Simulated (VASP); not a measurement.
# SiC (P6_3mc) in VASP: further runs

Runs on SiC. Level: LDA. Tasks: single point, relaxation of cell and atoms.

Everything below comes from runs of VASP 6.6.1. Logs are shortened: lines on timing, memory, paths and dates and some standing lists are left out, and cuts for length are marked.

## (1) The cell of the first run

It takes space group P6_3mc (No. 186, hexagonal). The conventional cell has a = 3.056 Å, b = 3.056 Å, c = 5.016 Å, α = 90.00°, β = 90.00°, γ = 120.00°. Within 2.5 Å of Si (site symmetry 3m) lie 4 C at 1.87 to 1.89 Å. Within 2.5 Å of C (site symmetry 3m) lie 4 Si at 1.87 to 1.89 Å.

## (2) Single point, LDA

Input file INCAR:

```
SYSTEM = SiC
PREC = Accurate ; ENCUT = 520
EDIFF = 1E-7 ; ISMEAR = -1
SIGMA = 0.05 ; LREAL = .False.
LASPH = .True. ; NELM = 100
ALGO = Normal ; ISIF = 2
LWAVE = .False. ; LCHARG = .False.
GGA = CA ; NBANDS = 16
```

Input file KPOINTS:

```
regular mesh
0
Gamma
  14 14 8
  0 0 0
```

Input file POSCAR:

```
SiC
1.0
    3.0563624340      0.0000000000      0.0000000000
   -1.5281812170      2.6468875110      0.0000000000
    0.0000000000      0.0000000000      5.0159022451
Si C
2 2
Direct
    0.3333333333      0.6666666667      0.0045955336
    0.6666666667      0.3333333333      0.5045955336
    0.3333333333      0.6666666667      0.3804044664
    0.6666666667      0.3333333333      0.8804044664
```

Potentials or basis: VASP PAW LDA potentials, release 64 (Si, C).

Started as:

```sh
$ cat potpaw_LDA.64/Si/POTCAR potpaw_LDA.64/C/POTCAR > POTCAR
$ mpirun -np 1 vasp_std > vasp.out
```

OUTCAR:

```text
SYSTEM = SiC
   PREC = Accurate
   ENCUT = 520
   EDIFF = 1E-7
   ISMEAR = -1
   LREAL = .False.
   LASPH = .True.
   NELM = 100
   ISIF = 2
   GGA = CA

 ion  position               nearest neighbor table
   1  0.333  0.667  0.005-   4 1.87   4 1.87   4 1.87   3 1.89   2 3.07   2 3.07   2 3.07   2 3.07
                             2 3.07   2 3.07
   2  0.667  0.333  0.505-   3 1.87   3 1.87   3 1.87   4 1.89   1 3.07   1 3.07   1 3.07   1 3.07
                             1 3.07   1 3.07
   3  0.333  0.667  0.380-   2 1.87   2 1.87   2 1.87   1 1.89
   4  0.667  0.333  0.880-   1 1.87   1 1.87   1 1.87   2 1.89

  LATTYP: Found a hexagonal cell.
 ALAT       =     3.0563624340
 C/A-ratio  =     1.6411346342

  Lattice vectors:

 A1 = (   3.0563624340,   0.0000000000,   0.0000000000)
 A2 = (  -1.5281812170,   2.6468875110,   0.0000000000)
 A3 = (   0.0000000000,   0.0000000000,   5.0159022451)

Analysis of symmetry for initial positions (statically):
=====================================================================
 Subroutine PRICEL returns:
 Original cell was already a primitive cell.

 Routine SETGRP: Setting up the symmetry group for a
 hexagonal supercell.

 Subroutine GETGRP returns: Found 12 space group operations
 (whereof  6 operations were pure point group operations)
 out of a pool of 24 trial point group operations.

The static configuration has the point symmetry C_3v.
 The point group associated with its full space group is C_6v.

Analysis of symmetry for dynamics (positions and initial velocities):
=====================================================================
 Subroutine PRICEL returns:
 Original cell was already a primitive cell.

 Routine SETGRP: Setting up the symmetry group for a
 hexagonal supercell.

 Subroutine GETGRP returns: Found 12 space group operations
 (whereof  6 operations were pure point group operations)
 out of a pool of 24 trial point group operations.

The dynamic configuration has the point symmetry C_3v.
 The point group associated with its full space group is C_6v.

 Subroutine INISYM returns: Found 12 space group operations
 (whereof  6 operations are pure point group operations),
 and found     1 'primitive' translations

----------------------------------------------------------------------------------------

                                     Primitive cell

  volume of cell :      40.5779

  direct lattice vectors                    reciprocal lattice vectors
     3.056362434  0.000000000  0.000000000     0.327186327  0.188901114  0.000000000
    -1.528181217  2.646887511  0.000000000     0.000000000  0.377802228  0.000000000
     0.000000000  0.000000000  5.015902245     0.000000000  0.000000000  0.199365927

  length of vectors
     3.056362434  3.056362434  5.015902245     0.377802228  0.377802228  0.199365927

  position of ions in fractional coordinates (direct lattice)
     0.333333333  0.666666667  0.004595534
     0.666666667  0.333333333  0.504595534
     0.333333333  0.666666667  0.380404466
     0.666666667  0.333333333  0.880404466

  ion indices of the primitive-cell ions
   primitive index   ion index
                 1           1
                 2           2
                 3           3
                 4           4

----------------------------------------------------------------------------------------

 KPOINTS: regular mesh

Automatic generation of k-mesh.
 Grid dimensions read from file:
 generate k-points for:   14   14    8

 Generating k-lattice:

  Cartesian coordinates                     Fractional coordinates (reciprocal lattice)
     0.023370452  0.013492937  0.000000000     0.071428571  0.000000000  0.000000000
     0.000000000  0.026985873  0.000000000     0.000000000  0.071428571  0.000000000
     0.000000000  0.000000000  0.024920741     0.000000000  0.000000000  0.125000000

  Length of vectors
     0.026985873  0.026985873  0.024920741

  Shift w.r.t. Gamma in fractional coordinates (k-lattice)
     0.000000000  0.000000000  0.000000000

 Subroutine IBZKPT returns following result:
 ===========================================

 Found    120 irreducible k-points:

 Following reciprocal coordinates:
            Coordinates               Weight
  0.000000  0.000000  0.000000      1.000000
  0.071429  0.000000  0.000000      6.000000
  0.142857  0.000000  0.000000      6.000000
  0.214286  0.000000  0.000000      6.000000
  0.285714  0.000000  0.000000      6.000000
  0.357143  0.000000  0.000000      6.000000
[... 16 lines left out ...]
  0.285714  0.285714  0.000000      6.000000
  0.357143  0.285714  0.000000      6.000000
 [... further k-points ...]
   k-points           NKPTS =    120   k-points in BZ     NKDIM =    120   number of bands    NBANDS=     16
   number of dos      NEDOS =    301   number of ions     NIONS =      4
   total plane-waves  NPLWV =  23040
   dimension x,y,z NGX =    24 NGY =   24 NGZ =   40
   dimension x,y,z NGXF=    48 NGYF=   48 NGZF=   80
   ions per type =               2   2
   NGX,Y,Z   is equivalent  to a cutoff of  13.05, 13.05, 13.26 a.u.
   NGXF,Y,Z  is equivalent  to a cutoff of  26.11, 26.11, 26.52 a.u.
 SYSTEM =  SiC
   PREC   = accura    normal or accurate (medium, high low for compatibility)
   ISTART =      0    job   : 0-new  1-cont  2-samecut
   ICHARG =      2    charge: 1-file 2-atom 10-const
   ISPIN  =      1    spin polarized calculation?
   LNONCOLLINEAR =      F non collinear calculations
   LSORBIT =      F    spin-orbit coupling
   LASPH  =      T    aspherical Exc in radial PAW
   ENCUT  =  520.0 eV  38.22 Ry    6.18 a.u.   5.68  5.68  9.33*2*pi/ulx,y,z
   NELM   =    100;   NELMIN=  2; NELMDL= -5     # of ELM steps
   EDIFF  = 0.1E-06   stopping-criterion for ELM
   LREAL  =      F    real-space projection
   EDIFFG = 0.1E-05   stopping-criterion for IOM
   NSW    =      0    number of steps for IOM
   IBRION =     -1    ionic relax: 0-MD 1-quasi-New 2-CG
   NFREE  =      0    steps in history (QN), initial steepest desc. (CG)
   ISIF   =      2    stress and relaxation
   ISYM   =      2    0-nonsym 1-usesym 2-fastsym
   POTIM  = 0.5000    time-step for ionic-motion
   TEBEG  =    0.0;   TEEND  =   0.0 temperature during run
   PSTRESS=    0.0 pullay stress
   NELECT =      16.0000    total number of electrons
   NUPDOWN=      -1.0000    fix difference up-down
   EMIN   =  10.00;   EMAX   =-10.00  energy-range for DOS
   EFERMI =   0.00;   METHOD = LEGACY
   ISMEAR =    -1;   SIGMA  =   0.05  broadening in eV -4-tet -1-fermi 0-gaus
   EFERMI_NEDOS =   21; number of points for ismear=-14 and -15
   IALGO  =     38    algorithm
   IMIX   =      4    mixing-type and parameters
     AMIX     =   0.40;   BMIX     =  1.00
     AMIX_MAG =   1.60;   BMIX_MAG =  1.00
  volume/ion in A,a.u.               =      10.14        68.46
  Fermi-wavevector in a.u.,A,eV,Ry     =   1.200471  2.268561 19.607774  1.441131
  Thomas-Fermi vector in A             =   2.336306
   LORBIT       =      0    0 simple, 1 ext, 2 COOP (PROOUT), +10 PAW based schemes
   GGA     = CA    functional components
   LHFCALC =     F    Hartree Fock is set to
   AEXX    =    0.0000 exact exchange contribution
   IVDW    =     0    specifies the selected vdW correction
   LEPSILON=     F    determine dielectric tensor
   LRPA    =     F    only Hartree local field effects (RPA)
 non-spin polarized calculation
  energy-cutoff  :      520.00
  volume of cell :       40.58
 maximum number of plane-waves:      1108
 NGX is ok and might be reduce to    24
   NGX = 11   NGY = 11   NGZ = 19

 number of electron      15.9999998 magnetization

 Free energy of the ion-electron system (eV)
  ---------------------------------------------------
  ext. energy  EPLUGINS =         0.00000000
  ---------------------------------------------------
  free energy    TOTEN  =       -33.27593735 eV

  energy without entropy =      -33.27593735  energy(sigma->0) =      -33.27593735

 E-fermi :   9.4146     XC(G=0): -11.6328

 val. band max:        8.4343267945   @ k =   0.0000   0.0000   0.0000
 cond. band min:      10.6367594551   @ k =   0.3571   0.2857   0.0000
 fundamental gap:      2.2024326606
 Fermi energy:         9.4146493100

 k-point     1 :       0.0000    0.0000    0.0000
  band No.  band energies     occupation
      1      -7.1986      2.00000
      2      -3.5088      2.00000
      3      -0.3934      2.00000
      4       7.1092      2.00000
      5       7.1092      2.00000
      6       8.3197      2.00000
[... 8 lines left out ...]
     15      17.4154      0.00000
     16      19.7524      0.00000

 k-point     2 :       0.0714    0.0000    0.0000
  band No.  band energies     occupation
      1      -7.1084      2.00000
      2      -3.4312      2.00000
      3      -0.3095      2.00000
      4       6.5904      2.00000
      5       6.9467      2.00000
      6       8.0949      2.00000
[... 8 lines left out ...]
     15      17.6412      0.00000
     16      19.0125      0.00000

 k-point     3 :       0.1429    0.0000    0.0000
  band No.  band energies     occupation
      1      -6.8392      2.00000
      2      -3.2028      2.00000
      3      -0.0622      2.00000
      4       5.3844      2.00000
      5       6.5575      2.00000
      6       7.2406      2.00000
[... 8 lines left out ...]
     15      18.1162      0.00000
     16      18.1675      0.00000

 k-point     4 :       0.2143    0.0000    0.0000
  band No.  band energies     occupation
      1      -6.3963      2.00000
      2      -2.8403      2.00000
      3       0.3306      2.00000
      4       3.9580      2.00000
      5       6.0995      2.00000
      6       6.1092      2.00000
[... 8 lines left out ...]
     15      18.2843      0.00000
     16      18.7876      0.00000

 k-point     5 :       0.2857    0.0000    0.0000
  band No.  band energies     occupation
      1      -5.7915      2.00000
      2      -2.3892      2.00000
      3       0.7948      2.00000
      4       2.6279      2.00000
      5       4.8866      2.00000
      6       5.6773      2.00000
[... 8 lines left out ...]
     15      18.8458      0.00000
     16      19.8148      0.00000

 k-point     6 :       0.3571    0.0000    0.0000
  band No.  band energies     occupation
      1      -5.0507      2.00000
      2      -1.9909      2.00000
      3       0.8525      2.00000
      4       2.0694      2.00000
      5       3.6960      2.00000
      6       5.3476      2.00000
[... 8 lines left out ...]
     15      19.6136      0.00000
     16      20.5382      0.00000
[... 267 lines left out ...]
 k-point    21 :       0.2857    0.2143    0.0000
  band No.  band energies     occupation
      1      -4.1181      2.00000
      2      -1.7732      2.00000
      3       1.1428      2.00000
      4       2.3998      2.00000
      5       2.9503      2.00000
      6       3.6614      2.00000
[... 8 lines left out ...]
     15      19.1101      0.00000
     16      20.3025      0.00000

 k-point    22 :       0.3571    0.2143    0.0000
  band No.  band energies     occupation
      1      -3.3963      2.00000
      2      -2.0843      2.00000
      3       1.1751      2.00000
      4       2.3022      2.00000
      5       2.8174      2.00000
      6       3.5413      2.00000
[... 8 lines left out ...]
     15      19.7514      0.00000
     16      20.2196      0.00000

 k-point    23 :       0.2857    0.2857    0.0000
  band No.  band energies     occupation
      1      -3.3767      2.00000
      2      -1.9835      2.00000
      3       1.5289      2.00000
      4       1.7999      2.00000
      5       2.9752      2.00000
      6       3.5271      2.00000
[... 8 lines left out ...]
     15      19.7227      0.00000
     16      20.5089      0.00000

 k-point    24 :       0.3571    0.2857    0.0000
  band No.  band energies     occupation
      1      -2.8541      2.00000
      2      -2.3236      2.00000
      3       1.5089      2.00000
      4       2.0803      2.00000
      5       2.3888      2.00000
      6       4.0055      2.00000
[... 8 lines left out ...]
     15      20.0674      0.00000
     16      20.2697      0.00000

 [... further k-points ...]
[... 5 lines left out ...]
  --------------------------------------------------------------------------------------
  -------------------------------------------------------------------------------------
  Total        0.1031976      0.1031976      0.1093390      0.0000000      0.0000000      0.0000000
  in kB        4.0746528      4.0746528      4.3171424      0.0000000      0.0000000      0.0000000
  external PRESSURE =       4.1554826 kB  Pullay stress =       0.0000000 kB

 VOLUME and BASIS-vectors are now :
 -----------------------------------------------------------------------------
  energy-cutoff  :      520.00
  volume of cell :       40.58
      direct lattice vectors                 reciprocal lattice vectors
     3.056362434  0.000000000  0.000000000     0.327186327  0.188901114  0.000000000
    -1.528181217  2.646887511  0.000000000     0.000000000  0.377802228  0.000000000
     0.000000000  0.000000000  5.015902245     0.000000000  0.000000000  0.199365927

 POSITION                                       TOTAL-FORCE (eV/Angst)
 -----------------------------------------------------------------------------------
     -0.00000      1.76459      0.02305        -0.000000     -0.000000      0.000438
      1.52818      0.88230      2.53100         0.000000      0.000000      0.000438
     -0.00000      1.76459      1.90807         0.000000     -0.000000     -0.000438
      1.52818      0.88230      4.41602        -0.000000      0.000000     -0.000438
 -----------------------------------------------------------------------------------
    total drift:                               -0.000000      0.000000     -0.000127

  FREE ENERGIE OF THE ION-ELECTRON SYSTEM (eV)
  ---------------------------------------------------
  free  energy   TOTEN  =       -33.2759373472 eV

  energy  without entropy=      -33.2759373472  energy(sigma->0) =      -33.27593735
```

It took 94 s on 1 thread of Intel Xeon Platinum 8259CL at 2.50GHz (Skylake/Cascade Lake), shared host; peak memory 0.18 GiB.

Results:

```yaml
Free_energy: -33.2759 eV
Pressure: 0.4 GPa
Band_gap_on_the_k_mesh: 2.20 eV (least direct gap 3.91 eV)
```

## (3) Relaxation of cell and atoms, LDA

This run uses another cell than the first one, of 10.34 Å³/atom.

Input file INCAR:

```
SYSTEM = SiC
PREC = Accurate ; ENCUT = 600
EDIFF = 1E-6 ; ISMEAR = -1
SIGMA = 0.05 ; LREAL = .False.
LASPH = .True. ; NELM = 100
ALGO = Normal ; ISIF = 3
LWAVE = .False. ; LCHARG = .False.
GGA = CA ; IBRION = 2
NSW = 100 ; EDIFFG = -0.002
```

Input file KPOINTS:

```
Automatic mesh
0
Gamma
  14 14 8
  0 0 0
```

Input file POSCAR:

```
SiC
1.0
    3.0760000000      0.0000000000      0.0000000000
   -1.5380000000      2.6638941420      0.0000000000
    0.0000000000      0.0000000000      5.0480000000
Si C
2 2
Direct
    0.3333333333      0.6666666667      0.0000000000
    0.6666666667      0.3333333333      0.5000000000
    0.3333333333      0.6666666667      0.3850000000
    0.6666666667      0.3333333333      0.8850000000
```

Potentials or basis: VASP PAW LDA potentials, release 64 (Si, C).

Started as:

```sh
$ cat potpaw_LDA.64/Si/POTCAR potpaw_LDA.64/C/POTCAR > POTCAR
$ mpirun -np 1 vasp_std > vasp.out
```

Run time: 6 min. Hardware: 1 thread of Intel Xeon Platinum 8259CL at 2.50GHz (Skylake/Cascade Lake), shared host; peak memory 0.2 GiB.

It converged, with:

```
Free energy                           : -33.2812 eV
Relaxed volume                        : 10.16 Å³/atom
Relaxed cell                          : a = 3.057 Å, b = 3.057 Å, c = 5.018 Å, α = 90.00°, β = 90.00°, γ = 120.00°
Space group after relaxing (to 0.1 Å) : P6_3mc (No. 186)
Energy gained by relaxing             : 11.1 meV/atom
Ionic steps                           : 8
Pressure after relaxing               : 0.0 GPa
Band gap on the k mesh                : 2.20 eV (least direct gap 3.91 eV)
```

Step by step:
```csv
step,energy change (eV),largest force (eV/Å),pressure (GPa),volume (Å³)
1,0.0000,0.7346,-3.74,41.36
2,-0.0074,0.6671,4.26,39.93
3,-0.0419,0.0778,0.20,40.58
4,-0.0419,0.0626,0.29,40.57
5,-0.0445,0.0131,0.16,40.59
6,-0.0446,0.0023,0.18,40.59
7,-0.0446,0.0019,-0.15,40.65
8,-0.0446,0.0000,0.00,40.62
```

Final structure:
```yaml
crystal:
  lattice:
    - [3.05740, 0.00000, 0.00000]
    - [-1.52870, 2.64779, 0.00000]
    - [0.00000, 0.00000, 5.01788]
  atoms:
    - { symbol: Si, position: [0.33333, 0.66667, 0.00460] }
    - { symbol: Si, position: [0.66667, 0.33333, 0.50460] }
    - { symbol: C, position: [0.33333, 0.66667, 0.38040] }
    - { symbol: C, position: [0.66667, 0.33333, 0.88040] }
```

Levels at points of the mesh, in eV from the valence-band top:
| k point | band 5 | band 6 | band 7 | band 8 | band 9 | band 10 | band 11 | band 12 |
| --- | --- | --- | --- | --- | --- | --- | --- | --- |
| (0.00, 0.00, 0.00) | -1.32 | -0.12 | 0.00 | 0.00 | 4.92 | 6.41 | 6.66 | 6.66 |
| (0.50, 0.00, 0.00) | -5.51 | -3.37 | -3.36 | -1.20 | 2.71 | 4.16 | 6.95 | 7.11 |
| (0.00, 0.00, 0.50) | -0.72 | -0.72 | -0.72 | -0.72 | 5.99 | 5.99 | 7.34 | 7.34 |
| (0.50, 0.00, 0.50) | -2.47 | -2.47 | -2.35 | -2.35 | 3.25 | 3.25 | 5.23 | 5.23 |

A k mesh can miss the band edges. Zero-point motion and thermal expansion aren't in these numbers.
